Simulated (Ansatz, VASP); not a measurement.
**One calculation of MgO, two programs**

```
Mg O
1.0
     2.82785    0.00000    0.00000
    -1.41392    2.44899    0.00000
     0.00000    0.00000    2.67968
Mg O
1 1
Direct
  0.00000 0.00000 0.00000
  0.33333 0.66667 0.50000
```

Change from the starting cell: strain -0.0375 x Voigt [1, 1, 0, 0, 0, 0], atoms carried along.

Alike in both runs: task single point; functional r2SCAN; k mesh 9 × 9 × 8; occupations gaussian, width 0.05 eV; no spin polarisation.

```csv
,VASP,Ansatz
version,VASP 6.6.1,Ansatz 0.2.0
potentials or method,"VASP PAW PBE potentials, release 64 (Mg_sv, O), cutoff 920 eV","scalar-relativistic, plane waves, PAW"
valence electrons in the cell,16,16
```

```csv
,VASP,Ansatz,Ansatz less VASP
gap on the k mesh at the Fermi level (eV),4.28,4.26,-0.013
least direct gap on the mesh (eV),4.75,4.74,-0.013
pressure (GPa),6.4,5.8,-0.54
"traceless stress, the component that is largest in VASP (GPa)",-14.51,-14.41,+0.095
```

VASP's potentials were made for PBE, not for r2SCAN.
